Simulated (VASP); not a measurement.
# TiSi2 in VASP: notebook

Runs on TiSi2. Level: PBEsol. Tasks: single point, relaxation of the atoms.

All numbers are computed with VASP 6.6.1; they aren't measurements. Logs are shortened: lines on timing, memory, paths and dates and some standing lists are left out, and cuts for length are marked.

### 1 The cell of the first run

It takes space group Fddd (No. 70, orthorhombic). The conventional cell has a = 4.661 Å, b = 7.986 Å, c = 8.359 Å, α = 90.00°, β = 90.00°, γ = 90.00°. Ti (site symmetry 222) has 10 Si at 2.49 to 2.68 Å and 4 Ti at 3.12 Å within 3.3 Å. Si (site symmetry 2) has 9 Si at 2.47 to 3.12 Å and 5 Ti at 2.49 to 2.68 Å within 3.3 Å.

### 2 Single point, PBEsol (12.96 Å³/atom)

Input file INCAR:

```
ALGO = Normal
EDIFF = 1E-6
ENCUT = 520
GGA = PS
ISIF = 2
ISMEAR = 0
LASPH = True
LCHARG = False
LREAL = False
LWAVE = False
NBANDS = 29
NELM = 60
PREC = Accurate
SIGMA = 0.1
```

Input file KPOINTS:

```
k-points
0
Gamma
  10 10 10
```

Input file POSCAR:

```
TiSi2
1.0
    0.0000000000      3.9930040128      4.1795473890
    2.3305654775      0.0000000000      4.1795473890
    2.3305654775      3.9930040128      0.0000000000
Ti Si
2 4
Direct
    0.7500000000      0.7500000000      0.7500000000
    0.5000000000      0.5000000000      0.5000000000
    0.0859010666      0.4140989334      0.0859010666
    0.4140989334      0.0859010666      0.4140989334
    0.1640989334      0.8359010666      0.1640989334
    0.8359010666      0.1640989334      0.8359010666
```

Potentials or basis: VASP PAW PBE potentials, release 64 (Ti_sv, Si).

The run is started by

```
> cat potpaw_PBE.64/Ti_sv/POTCAR potpaw_PBE.64/Si/POTCAR > POTCAR
> mpirun -np 1 vasp_std > vasp.out
```

OUTCAR:

```text
EDIFF = 1E-6
   ENCUT = 520
   GGA = PS
   ISIF = 2
   ISMEAR = 0
   LASPH = True
   LREAL = False
   NELM = 60
   PREC = Accurate

 ion  position               nearest neighbor table
   1  0.750  0.750  0.750-   6 2.49   5 2.49   6 2.49   5 2.49   4 2.67   4 2.67   3 2.67   3 2.67
                             3 2.68   4 2.68
   2  0.500  0.500  0.500-   3 2.49   4 2.49   3 2.49   4 2.49   5 2.67   5 2.67   6 2.67   6 2.67
                             5 2.68   6 2.68
   3  0.086  0.414  0.086-   5 2.47   5 2.47   2 2.49   2 2.49   4 2.62   1 2.67   1 2.67   1 2.68
                             4 2.70   4 2.70   6 3.12   6 3.12   6 3.12   6 3.12
   4  0.414  0.086  0.414-   6 2.47   6 2.47   2 2.49   2 2.49   3 2.62   1 2.67   1 2.67   1 2.68
                             3 2.70   3 2.70   5 3.12   5 3.12   5 3.12   5 3.12
   5  0.164  0.836  0.164-   3 2.47   3 2.47   1 2.49   1 2.49   6 2.62   2 2.67   2 2.67   2 2.68
                             6 2.70   6 2.70   4 3.12   4 3.12   4 3.12   4 3.12
   6  0.836  0.164  0.836-   4 2.47   4 2.47   1 2.49   1 2.49   5 2.62   2 2.67   2 2.67   2 2.68
                             5 2.70   5 2.70   3 3.12   3 3.12   3 3.12   3 3.12

  LATTYP: Found a face centered orthorhombic cell.
 ALAT       =     4.6611309550
 B/A-ratio  =     1.7133198150
 C/A-ratio  =     1.7933619241

  Lattice vectors:

 A1 = (   0.0000000000,   3.9930040128,   4.1795473890)
 A2 = (   2.3305654775,   0.0000000000,   4.1795473890)
 A3 = (   2.3305654775,   3.9930040128,   0.0000000000)

Analysis of symmetry for initial positions (statically):
=====================================================================
 Subroutine PRICEL returns:
 Original cell was already a primitive cell.

 Routine SETGRP: Setting up the symmetry group for a
 face centered orthorhombic supercell.

 Subroutine GETGRP returns: Found  8 space group operations
 (whereof  4 operations were pure point group operations)
 out of a pool of  8 trial point group operations.

The static configuration has the point symmetry D_2 .
 The point group associated with its full space group is D_2h.

Analysis of symmetry for dynamics (positions and initial velocities):
=====================================================================
 Subroutine PRICEL returns:
 Original cell was already a primitive cell.

 Routine SETGRP: Setting up the symmetry group for a
 face centered orthorhombic supercell.

 Subroutine GETGRP returns: Found  8 space group operations
 (whereof  4 operations were pure point group operations)
 out of a pool of  8 trial point group operations.

The dynamic configuration has the point symmetry D_2 .
 The point group associated with its full space group is D_2h.

 Subroutine INISYM returns: Found  8 space group operations
 (whereof  4 operations are pure point group operations),
 and found     1 'primitive' translations

----------------------------------------------------------------------------------------

                                     Primitive cell

  volume of cell :      77.7894

  direct lattice vectors                    reciprocal lattice vectors
     0.000000000  3.993004013  4.179547389    -0.214540207  0.125219008  0.119630178
     2.330565477  0.000000000  4.179547389     0.214540207 -0.125219008  0.119630178
     2.330565477  3.993004013  0.000000000     0.214540207  0.125219008 -0.119630178

  length of vectors
     5.780371737  4.785410309  4.623377174     0.275714853  0.275714853  0.275714853

  position of ions in fractional coordinates (direct lattice)
     0.750000000  0.750000000  0.750000000
     0.500000000  0.500000000  0.500000000
     0.085901067  0.414098933  0.085901067
     0.414098933  0.085901067  0.414098933
     0.164098933  0.835901067  0.164098933
     0.835901067  0.164098933  0.835901067

  ion indices of the primitive-cell ions
   primitive index   ion index
                 1           1
                 2           2
                 3           3
                 4           4
                 5           5
                 6           6

----------------------------------------------------------------------------------------

 KPOINTS: k-points

Automatic generation of k-mesh.
 Grid dimensions read from file:
 generate k-points for:   10   10   10

 Generating k-lattice:

  Cartesian coordinates                     Fractional coordinates (reciprocal lattice)
    -0.021454021  0.012521901  0.011963018     0.100000000  0.000000000 -0.000000000
     0.021454021 -0.012521901  0.011963018     0.000000000  0.100000000  0.000000000
     0.021454021  0.012521901 -0.011963018    -0.000000000  0.000000000  0.100000000

  Length of vectors
     0.027571485  0.027571485  0.027571485

  Shift w.r.t. Gamma in fractional coordinates (k-lattice)
     0.000000000  0.000000000  0.000000000

 Subroutine IBZKPT returns following result:
 ===========================================

 Found    171 irreducible k-points:

 Following reciprocal coordinates:
            Coordinates               Weight
  0.000000  0.000000  0.000000      1.000000
  0.100000  0.000000  0.000000      8.000000
  0.200000  0.000000  0.000000      8.000000
  0.300000  0.000000  0.000000      8.000000
  0.400000  0.000000  0.000000      8.000000
  0.500000  0.000000  0.000000      4.000000
[... 16 lines left out ...]
  0.300000  0.300000  0.000000      2.000000
  0.400000  0.300000 -0.000000      8.000000
 [... further k-points ...]
   k-points           NKPTS =    171   k-points in BZ     NKDIM =    171   number of bands    NBANDS=     29
   number of dos      NEDOS =    301   number of ions     NIONS =      6
   total plane-waves  NPLWV =  62208
   dimension x,y,z NGX =    48 NGY =   36 NGZ =   36
   dimension x,y,z NGXF=    96 NGYF=   72 NGZF=   72
   ions per type =               2   4
   NGX,Y,Z   is equivalent  to a cutoff of  13.81, 12.51, 12.94 a.u.
   NGXF,Y,Z  is equivalent  to a cutoff of  27.61, 25.01, 25.89 a.u.
 SYSTEM =  unknown system
   PREC   = accura    normal or accurate (medium, high low for compatibility)
   ISTART =      0    job   : 0-new  1-cont  2-samecut
   ICHARG =      2    charge: 1-file 2-atom 10-const
   ISPIN  =      1    spin polarized calculation?
   LNONCOLLINEAR =      F non collinear calculations
   LSORBIT =      F    spin-orbit coupling
   LASPH  =      T    aspherical Exc in radial PAW
   ENCUT  =  520.0 eV  38.22 Ry    6.18 a.u.  10.75  8.90  8.60*2*pi/ulx,y,z
   NELM   =     60;   NELMIN=  2; NELMDL= -5     # of ELM steps
   EDIFF  = 0.1E-05   stopping-criterion for ELM
   LREAL  =      F    real-space projection
   EDIFFG = 0.1E-04   stopping-criterion for IOM
   NSW    =      0    number of steps for IOM
   IBRION =     -1    ionic relax: 0-MD 1-quasi-New 2-CG
   NFREE  =      0    steps in history (QN), initial steepest desc. (CG)
   ISIF   =      2    stress and relaxation
   ISYM   =      2    0-nonsym 1-usesym 2-fastsym
   POTIM  = 0.5000    time-step for ionic-motion
   TEBEG  =    0.0;   TEEND  =   0.0 temperature during run
   PSTRESS=    0.0 pullay stress
   NELECT =      40.0000    total number of electrons
   NUPDOWN=      -1.0000    fix difference up-down
   EMIN   =  10.00;   EMAX   =-10.00  energy-range for DOS
   EFERMI =   0.00;   METHOD = LEGACY
   ISMEAR =     0;   SIGMA  =   0.10  broadening in eV -4-tet -1-fermi 0-gaus
   EFERMI_NEDOS =   21; number of points for ismear=-14 and -15
   IALGO  =     38    algorithm
   IMIX   =      4    mixing-type and parameters
     AMIX     =   0.40;   BMIX     =  1.00
     AMIX_MAG =   1.60;   BMIX_MAG =  1.00
  volume/ion in A,a.u.               =      12.96        87.49
  Fermi-wavevector in a.u.,A,eV,Ry     =   1.311560  2.478488 23.404590  1.720189
  Thomas-Fermi vector in A             =   2.442013
   LORBIT       =      0    0 simple, 1 ext, 2 COOP (PROOUT), +10 PAW based schemes
   GGA     = PS    functional components
   LHFCALC =     F    Hartree Fock is set to
   AEXX    =    0.0000 exact exchange contribution
   IVDW    =     0    specifies the selected vdW correction
   LEPSILON=     F    determine dielectric tensor
   LRPA    =     F    only Hartree local field effects (RPA)
 non-spin polarized calculation
 Gauss-broadening in eV      SIGMA  =   0.10
  energy-cutoff  :      520.00
  volume of cell :       77.79
 maximum number of plane-waves:      2116
 NGX is ok and might be reduce to    48
   NGX = 21   NGY = 17   NGZ = 17

 number of electron      39.9999998 magnetization

 Free energy of the ion-electron system (eV)
  ---------------------------------------------------
  ext. energy  EPLUGINS =         0.00000000
  ---------------------------------------------------
  free energy    TOTEN  =       -43.52416553 eV

  energy without entropy =      -43.51376294  energy(sigma->0) =      -43.51896424

 E-fermi :  11.0377     XC(G=0): -12.1641

 val. band max:       11.0114133114   @ k =   0.0000   0.2000   0.2000
 cond. band min:      11.0437703148   @ k =   0.4000   0.0000   0.3000
 fundamental gap:      0.0323570034
 Fermi energy:        11.0377082768

 k-point     1 :       0.0000    0.0000    0.0000
  band No.  band energies     occupation
      1     -44.7211      2.00000
      2     -44.6795      2.00000
      3     -21.2760      2.00000
      4     -21.2307      2.00000
      5     -21.1469      2.00000
      6     -21.1278      2.00000
[... 21 lines left out ...]
     28      15.2131      0.00000
     29      15.2761      0.00000

 k-point     2 :       0.1000    0.0000    0.0000
  band No.  band energies     occupation
      1     -44.7203      2.00000
      2     -44.6802      2.00000
      3     -21.2751      2.00000
      4     -21.2309      2.00000
      5     -21.1503      2.00000
      6     -21.1279      2.00000
[... 21 lines left out ...]
     28      15.0871      0.00000
     29      15.1759      0.00000

 k-point     3 :       0.2000    0.0000    0.0000
  band No.  band energies     occupation
      1     -44.7180      2.00000
      2     -44.6823      2.00000
      3     -21.2735      2.00000
      4     -21.2308      2.00000
      5     -21.1598      2.00000
      6     -21.1273      2.00000
[... 638 lines left out ...]
      5     -21.1776      2.00000
      6     -21.1438      2.00000
[... 21 lines left out ...]
     28      15.2734      0.00000
     29      15.6752      0.00000

 k-point    24 :       0.4000    0.3000   -0.0000
  band No.  band energies     occupation
      1     -44.7094      2.00000
      2     -44.6909      2.00000
      3     -21.2413      2.00000
      4     -21.2153      2.00000
      5     -21.1898      2.00000
      6     -21.1512      2.00000
[... 21 lines left out ...]
     28      15.4570      0.00000
     29      15.5258      0.00000

 [... further k-points ...]
[... 5 lines left out ...]
  --------------------------------------------------------------------------------------
  -------------------------------------------------------------------------------------
  Total        5.2646540      5.2372624      5.2783475      0.0000000      0.0000000      0.0000000
  in kB      108.4326604    107.8684933    108.7146963      0.0000000      0.0000000      0.0000000
  external PRESSURE =     108.3386167 kB  Pullay stress =       0.0000000 kB

 VOLUME and BASIS-vectors are now :
 -----------------------------------------------------------------------------
  energy-cutoff  :      520.00
  volume of cell :       77.79
      direct lattice vectors                 reciprocal lattice vectors
     0.000000000  3.993004013  4.179547389    -0.214540207  0.125219008  0.119630178
     2.330565477  0.000000000  4.179547389     0.214540207 -0.125219008  0.119630178
     2.330565477  3.993004013  0.000000000     0.214540207  0.125219008 -0.119630178

 POSITION                                       TOTAL-FORCE (eV/Angst)
 -----------------------------------------------------------------------------------
      3.49585      5.98951      6.26932         0.000000      0.000000      0.000000
      2.33057      3.99300      4.17955         0.000000      0.000000     -0.000000
      1.16528      0.68601      2.08977        -0.000000     -0.002459     -0.000000
      1.16528      3.30700      2.08977        -0.000000      0.002459     -0.000000
      2.33057      1.31050      4.17955         0.000000      0.002459      0.000000
      2.33057      6.67551      4.17955         0.000000     -0.002459      0.000000
 -----------------------------------------------------------------------------------
    total drift:                               -0.000000     -0.000000     -0.000000

  FREE ENERGIE OF THE ION-ELECTRON SYSTEM (eV)
  ---------------------------------------------------
  free  energy   TOTEN  =       -43.5241655338 eV

  energy  without entropy=      -43.5137629426  energy(sigma->0) =      -43.51896424
```

It took 2.9 min on 1 thread of Intel Xeon 6975P-C (Granite Rapids), shared host; peak memory 0.46 GiB.

What came out:

- Free energy: -43.5242 eV
- Pressure: 10.8 GPa
- Band gap on the k mesh: zero (bands 20 and 21 overlap by 2.01 eV)

Forces in eV/Å, atoms in the order of the input:
```
Ti   0.000  0.000  0.000
Ti   0.000  0.000  0.000
Si   0.000 -0.002  0.000
Si   0.000  0.002  0.000
Si   0.000  0.002  0.000
Si   0.000 -0.002  0.000
```

Caveat: the cell stands under pressure; the PAW data sets were made with another functional, which shifts forces and pressure a little.

(Continued in part 2 of 2.)

The gap in the log of VASP goes by the Fermi energy; the results here count the filled bands.